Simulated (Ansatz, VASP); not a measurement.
ZrIn in VASP and in Ansatz

```
Zr In
1.0
     2.98103    0.00000    0.00000
     0.00000    2.98103    0.00000
     0.00000    0.00000    4.20229
Zr In
1 1
Cartesian
  0.0000 0.0000 0.0000
  1.4905 1.4905 2.1011
```

Change from the starting cell: volume scaled by 0.85, LAPW.

Alike in both runs: task single point; functional LDA; k mesh 12 × 12 × 8; occupations fermi-dirac, width 0.05 eV; no spin polarisation.

|  | VASP | Ansatz |
| --- | --- | --- |
| version | VASP 6.6.1 | Ansatz 0.2.0 |
| potentials or method | VASP PAW LDA potentials, release 64 (Zr_sv, In_d), cutoff 520 eV | all-electron LAPW, scalar-relativistic |

Ansatz gave:

```
pressure (GPa) : 14.0
```

Problem. Estimate VASP's values.

Solution. Pressure (GPa): 14.3.

LDA's correlation is that of Perdew and Zunger in VASP and of Perdew and Wang (1992) in Ansatz. Ansatz ran all-electron here, and VASP with PAW potentials.
